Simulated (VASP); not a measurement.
# BN (rocksalt type) (Fm-3m) in VASP: notebook

Runs on BN (rocksalt type). Level: LDA. Tasks: single point.

All numbers are computed with VASP 6.6.1; they aren't measurements. Logs are shortened: lines on timing, memory, paths and dates and some standing lists are left out, and cuts for length are marked.

### Step 1. The cell of the first run

Symmetry: Fm-3m, No. 225, cubic system. The conventional cell has a = 3.315 Å, b = 3.315 Å, c = 3.315 Å, α = 90.00°, β = 90.00°, γ = 90.00°. B (site symmetry m-3m) has 6 N at 1.66 Å within 2.2 Å. Within 2.2 Å of N (site symmetry m-3m) lie 6 B at 1.66 Å.

### Step 2. Single point, LDA (volume scaled by 0.88)

Input file INCAR:

```
ALGO     = Normal         # electronic algorithm
EDIFF    = 1E-6           # SCF threshold, eV
ENCUT    = 520            # plane-wave cutoff, eV
GGA      = CA             # functional
ISIF     = 2              # what is computed and relaxed
ISMEAR   = -1             # smearing method
LASPH    = T              # aspherical terms in the spheres
LCHARG   = F              # write CHGCAR
LREAL    = F              # projectors in reciprocal space
LWAVE    = F              # write WAVECAR
NBANDS   = 11             # bands
NELM     = 80             # most SCF steps
PREC     = Accurate       # precision mode
SIGMA    = 0.05           # smearing width, eV
```

Input file KPOINTS:

```
k-points
0
Gamma
  15 15 15
```

Input file POSCAR:

```
BN
1.0
    0.0000000000      1.6575481203      1.6575481203
    1.6575481203      0.0000000000      1.6575481203
    1.6575481203      1.6575481203      0.0000000000
B N
1 1
Direct
    0.0000000000      0.0000000000      0.0000000000
    0.5000000000      0.5000000000      0.5000000000
```

Potentials or basis: VASP PAW LDA potentials, release 64 (B, N).

Command:

```bash
$ cat potpaw_LDA.64/B/POTCAR potpaw_LDA.64/N/POTCAR > POTCAR
$ mpirun -np 1 vasp_std > vasp.out
```

OUTCAR:

```text
EDIFF = 1E-6
   ENCUT = 520
   GGA = CA
   ISIF = 2
   ISMEAR = -1
   LASPH = T
   LREAL = F
   NELM = 80
   PREC = Accurate

 ion  position               nearest neighbor table
   1  0.000  0.000  0.000-   2 1.66   2 1.66   2 1.66   2 1.66   2 1.66   2 1.66
   2  0.500  0.500  0.500-   1 1.66   1 1.66   1 1.66   1 1.66   1 1.66   1 1.66

  LATTYP: Found a face centered cubic cell.
 ALAT       =     3.3150962406

  Lattice vectors:

 A1 = (   0.0000000000,   1.6575481203,   1.6575481203)
 A2 = (   1.6575481203,   0.0000000000,   1.6575481203)
 A3 = (   1.6575481203,   1.6575481203,   0.0000000000)

Analysis of symmetry for initial positions (statically):
=====================================================================
 Subroutine PRICEL returns:
 Original cell was already a primitive cell.

 Routine SETGRP: Setting up the symmetry group for a
 face centered cubic supercell.

 Subroutine GETGRP returns: Found 48 space group operations
 (whereof 48 operations were pure point group operations)
 out of a pool of 48 trial point group operations.

The static configuration has the point symmetry O_h .

Analysis of symmetry for dynamics (positions and initial velocities):
=====================================================================
 Subroutine PRICEL returns:
 Original cell was already a primitive cell.

 Routine SETGRP: Setting up the symmetry group for a
 face centered cubic supercell.

 Subroutine GETGRP returns: Found 48 space group operations
 (whereof 48 operations were pure point group operations)
 out of a pool of 48 trial point group operations.

The dynamic configuration has the point symmetry O_h .

 Subroutine INISYM returns: Found 48 space group operations
 (whereof 48 operations are pure point group operations),
 and found     1 'primitive' translations

----------------------------------------------------------------------------------------

                                     Primitive cell

  volume of cell :       9.1081

  direct lattice vectors                    reciprocal lattice vectors
     0.000000000  1.657548120  1.657548120    -0.301650368  0.301650368  0.301650368
     1.657548120  0.000000000  1.657548120     0.301650368 -0.301650368  0.301650368
     1.657548120  1.657548120  0.000000000     0.301650368  0.301650368 -0.301650368

  length of vectors
     2.344127032  2.344127032  2.344127032     0.522473763  0.522473763  0.522473763

  position of ions in fractional coordinates (direct lattice)
     0.000000000  0.000000000  0.000000000
     0.500000000  0.500000000  0.500000000

  ion indices of the primitive-cell ions
   primitive index   ion index
                 1           1
                 2           2

----------------------------------------------------------------------------------------

 KPOINTS: k-points

Automatic generation of k-mesh.
 Grid dimensions read from file:
 generate k-points for:   15   15   15

 Generating k-lattice:

  Cartesian coordinates                     Fractional coordinates (reciprocal lattice)
    -0.020110025  0.020110025  0.020110025     0.066666667  0.000000000  0.000000000
     0.020110025 -0.020110025  0.020110025     0.000000000  0.066666667  0.000000000
     0.020110025  0.020110025 -0.020110025     0.000000000  0.000000000  0.066666667

  Length of vectors
     0.034831584  0.034831584  0.034831584

  Shift w.r.t. Gamma in fractional coordinates (k-lattice)
     0.000000000  0.000000000  0.000000000

 Subroutine IBZKPT returns following result:
 ===========================================

 Found    120 irreducible k-points:

 Following reciprocal coordinates:
            Coordinates               Weight
  0.000000  0.000000  0.000000      1.000000
  0.066667  0.000000  0.000000      8.000000
  0.133333  0.000000  0.000000      8.000000
  0.200000  0.000000  0.000000      8.000000
  0.266667  0.000000  0.000000      8.000000
  0.333333  0.000000  0.000000      8.000000
[... 16 lines left out ...]
  0.133333  0.133333  0.000000      6.000000
  0.200000  0.133333  0.000000     24.000000
 [... further k-points ...]
   k-points           NKPTS =    120   k-points in BZ     NKDIM =    120   number of bands    NBANDS=     11
   number of dos      NEDOS =    301   number of ions     NIONS =      2
   total plane-waves  NPLWV =   5832
   dimension x,y,z NGX =    18 NGY =   18 NGZ =   18
   dimension x,y,z NGXF=    36 NGYF=   36 NGZF=   36
   ions per type =               1   1
   NGX,Y,Z   is equivalent  to a cutoff of  12.77, 12.77, 12.77 a.u.
   NGXF,Y,Z  is equivalent  to a cutoff of  25.53, 25.53, 25.53 a.u.
 SYSTEM =  unknown system
   PREC   = accura    normal or accurate (medium, high low for compatibility)
   ISTART =      0    job   : 0-new  1-cont  2-samecut
   ICHARG =      2    charge: 1-file 2-atom 10-const
   ISPIN  =      1    spin polarized calculation?
   LNONCOLLINEAR =      F non collinear calculations
   LSORBIT =      F    spin-orbit coupling
   LASPH  =      T    aspherical Exc in radial PAW
   ENCUT  =  520.0 eV  38.22 Ry    6.18 a.u.   4.36  4.36  4.36*2*pi/ulx,y,z
   NELM   =     80;   NELMIN=  2; NELMDL= -5     # of ELM steps
   EDIFF  = 0.1E-05   stopping-criterion for ELM
   LREAL  =      F    real-space projection
   EDIFFG = 0.1E-04   stopping-criterion for IOM
   NSW    =      0    number of steps for IOM
   IBRION =     -1    ionic relax: 0-MD 1-quasi-New 2-CG
   NFREE  =      0    steps in history (QN), initial steepest desc. (CG)
   ISIF   =      2    stress and relaxation
   ISYM   =      2    0-nonsym 1-usesym 2-fastsym
   POTIM  = 0.5000    time-step for ionic-motion
   TEBEG  =    0.0;   TEEND  =   0.0 temperature during run
   PSTRESS=    0.0 pullay stress
   NELECT =       8.0000    total number of electrons
   NUPDOWN=      -1.0000    fix difference up-down
   EMIN   =  10.00;   EMAX   =-10.00  energy-range for DOS
   EFERMI =   0.00;   METHOD = LEGACY
   ISMEAR =    -1;   SIGMA  =   0.05  broadening in eV -4-tet -1-fermi 0-gaus
   EFERMI_NEDOS =   21; number of points for ismear=-14 and -15
   IALGO  =     38    algorithm
   IMIX   =      4    mixing-type and parameters
     AMIX     =   0.40;   BMIX     =  1.00
     AMIX_MAG =   1.60;   BMIX_MAG =  1.00
  volume/ion in A,a.u.               =       4.55        30.73
  Fermi-wavevector in a.u.,A,eV,Ry     =   1.567817  2.962744 33.443800  2.458050
  Thomas-Fermi vector in A             =   2.669940
   LORBIT       =      0    0 simple, 1 ext, 2 COOP (PROOUT), +10 PAW based schemes
   GGA     = CA    functional components
   LHFCALC =     F    Hartree Fock is set to
   AEXX    =    0.0000 exact exchange contribution
   IVDW    =     0    specifies the selected vdW correction
   LEPSILON=     F    determine dielectric tensor
   LRPA    =     F    only Hartree local field effects (RPA)
 non-spin polarized calculation
  energy-cutoff  :      520.00
  volume of cell :        9.11
 maximum number of plane-waves:       262
 NGX is ok and might be reduce to    18
   NGX =  9   NGY =  9   NGZ =  9

 number of electron       8.0000002 magnetization

 Free energy of the ion-electron system (eV)
  ---------------------------------------------------
  ext. energy  EPLUGINS =         0.00000000
  ---------------------------------------------------
  free energy    TOTEN  =       -15.74010190 eV

  energy without entropy =      -15.74010190  energy(sigma->0) =      -15.74010190

 E-fermi :  13.8387     XC(G=0): -14.6973

 val. band max:       12.8449037290   @ k =  -0.2000   0.1333   0.0000
 cond. band min:      15.5184429782   @ k =   0.4667   0.4667   0.0000
 fundamental gap:      2.6735392492
 Fermi energy:        13.8386945745

 k-point     1 :       0.0000    0.0000    0.0000
  band No.  band energies     occupation
      1     -11.7751      2.00000
      2      11.8290      2.00000
      3      11.8290      2.00000
      4      11.8290      2.00000
      5      25.8978      0.00000
      6      26.3682      0.00000
      7      26.3682      0.00000
      8      26.3682      0.00000
      9      32.3101      0.00000
     10      32.3101      0.00000
     11      32.3101      0.00000

 k-point     2 :       0.0667    0.0000    0.0000
  band No.  band energies     occupation
      1     -11.6367      2.00000
      2      11.2522      2.00000
      3      11.8120      2.00000
      4      11.8120      2.00000
      5      25.6582      0.00000
      6      25.8293      0.00000
      7      25.8293      0.00000
      8      26.6020      0.00000
      9      31.7870      0.00000
     10      32.6775      0.00000
     11      32.6775      0.00000

 k-point     3 :       0.1333    0.0000    0.0000
  band No.  band energies     occupation
      1     -11.2231      2.00000
      2       9.6998      2.00000
      3      11.7741      2.00000
      4      11.7741      2.00000
      5      24.5113      0.00000
      6      24.5113      0.00000
      7      24.9418      0.00000
      8      27.2397      0.00000
      9      31.3547      0.00000
     10      33.7241      0.00000
     11      33.7241      0.00000

 k-point     4 :       0.2000    0.0000    0.0000
  band No.  band energies     occupation
      1     -10.5394      2.00000
      2       7.5450      2.00000
      3      11.7471      2.00000
      4      11.7471      2.00000
      5      22.8995      0.00000
      6      22.8995      0.00000
      7      24.0176      0.00000
      8      27.9878      0.00000
      9      31.6798      0.00000
     10      35.3729      0.00000
     11      35.3729      0.00000

 k-point     5 :       0.2667    0.0000    0.0000
  band No.  band energies     occupation
      1      -9.5983      2.00000
      2       5.1318      2.00000
      3      11.7626      2.00000
      4      11.7626      2.00000
      5      21.3148      0.00000
      6      21.3148      0.00000
      7      23.1544      0.00000
      8      28.6074      0.00000
      9      32.6922      0.00000
     10      37.5610      0.00000
     11      37.5610      0.00000
[... 211 lines left out ...]
 k-point    21 :      -0.1333    0.0667    0.0000
  band No.  band energies     occupation
      1     -10.9022      2.00000
      2       9.0694      2.00000
      3      10.6753      2.00000
      4      12.3360      2.00000
      5      22.8269      0.00000
      6      23.9414      0.00000
      7      25.6181      0.00000
      8      27.3617      0.00000
      9      30.9179      0.00000
     10      33.6306      0.00000
     11      36.0254      0.00000

 k-point    22 :      -0.0667    0.0667    0.0000
  band No.  band energies     occupation
      1     -11.4064      2.00000
      2      10.7086      2.00000
      3      11.1043      2.00000
      4      12.1091      2.00000
      5      24.4968      0.00000
      6      24.9813      0.00000
      7      26.2686      0.00000
      8      26.6795      0.00000
      9      31.0748      0.00000
     10      32.7940      0.00000
     11      34.1707      0.00000

 k-point    23 :       0.1333    0.1333    0.0000
  band No.  band energies     occupation
      1     -11.0369      2.00000
      2      10.5712      2.00000
      3      10.5712      2.00000
      4      11.2859      2.00000
      5      21.8196      0.00000
      6      26.4813      0.00000
      7      26.4813      0.00000
      8      26.7716      0.00000
      9      28.3362      0.00000
     10      35.8519      0.00000
     11      35.8519      0.00000

 k-point    24 :       0.2000    0.1333    0.0000
  band No.  band energies     occupation
      1     -10.5319      2.00000
      2       9.1314      2.00000
      3      10.0937      2.00000
      4      11.3910      2.00000
      5      20.3090      0.00000
      6      25.8752      0.00000
      7      26.1648      0.00000
      8      27.4627      0.00000
      9      27.9798      0.00000
     10      37.3344      0.00000
     11      37.6462      0.00000

 [... further k-points ...]
[... 5 lines left out ...]
  --------------------------------------------------------------------------------------
  -------------------------------------------------------------------------------------
  Total        3.9379434      3.9379434      3.9379434      0.0000000     -0.0000000      0.0000000
  in kB      692.7102577    692.7102577    692.7102577      0.0000000     -0.0000000      0.0000000
  external PRESSURE =     692.7102577 kB  Pullay stress =       0.0000000 kB

 VOLUME and BASIS-vectors are now :
 -----------------------------------------------------------------------------
  energy-cutoff  :      520.00
  volume of cell :        9.11
      direct lattice vectors                 reciprocal lattice vectors
     0.000000000  1.657548120  1.657548120    -0.301650368  0.301650368  0.301650368
     1.657548120  0.000000000  1.657548120     0.301650368 -0.301650368  0.301650368
     1.657548120  1.657548120  0.000000000     0.301650368  0.301650368 -0.301650368

 POSITION                                       TOTAL-FORCE (eV/Angst)
 -----------------------------------------------------------------------------------
      0.00000      0.00000      0.00000         0.000000     -0.000000      0.000000
      1.65755      1.65755      1.65755        -0.000000      0.000000     -0.000000
 -----------------------------------------------------------------------------------
    total drift:                               -0.000000     -0.000000     -0.000000

  FREE ENERGIE OF THE ION-ELECTRON SYSTEM (eV)
  ---------------------------------------------------
  free  energy   TOTEN  =       -15.7401018960 eV

  energy  without entropy=      -15.7401018960  energy(sigma->0) =      -15.74010190
```

It took 16 s on 1 thread of Intel Xeon 8259CL, shared host; peak memory 0.12 GiB.

Results:

```yaml
Free_energy: -15.7401 eV
Pressure: 69.3 GPa
Band_gap_on_the_k_mesh: 2.67 eV, indirect (least direct gap 6.35 eV)
```

 A k mesh can miss the band edges.

(Part 1 of 2 ends here.)
